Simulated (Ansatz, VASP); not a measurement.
## BiAu in VASP and in Ansatz

```xyz
2
Lattice="0.0000 2.9573 2.9573 2.9573 0.0000 2.9573 2.9573 2.9573 0.0000" Properties=species:S:1:pos:R:3 pbc="T T T"
Au    0.0000    0.0000    0.0000
Bi    2.9573    2.9573    2.9573
```

Alike in both runs: task relaxation of cell and atoms; functional PBE; k mesh 12 × 12 × 12; occupations fermi-dirac, width 0.03 eV; no spin polarisation.

|  | VASP | Ansatz |
| --- | --- | --- |
| version | VASP 6.6.1 | Ansatz 0.2.0 |
| potentials or method | VASP PAW PBE potentials, release 64 (Au, Bi_d) | PAW with Ansatz's default frozen-core files, scalar-relativistic |
| plane-wave cutoff (eV) | 500 | 420 |
| valence electrons in the cell | 26 | 34 |

```tsv
	VASP	Ansatz	Ansatz less VASP
relaxed volume (Å³/atom)	26.24	26.26	+0.027
relaxed cell length with the largest relative difference (Å)	4.202	4.204	+0.0014
```

VASP's potentials hold 26 valence electrons a cell and Ansatz's 34, so a difference there can come from the potentials and not from the codes.

Neither program's run includes spin-orbit coupling.
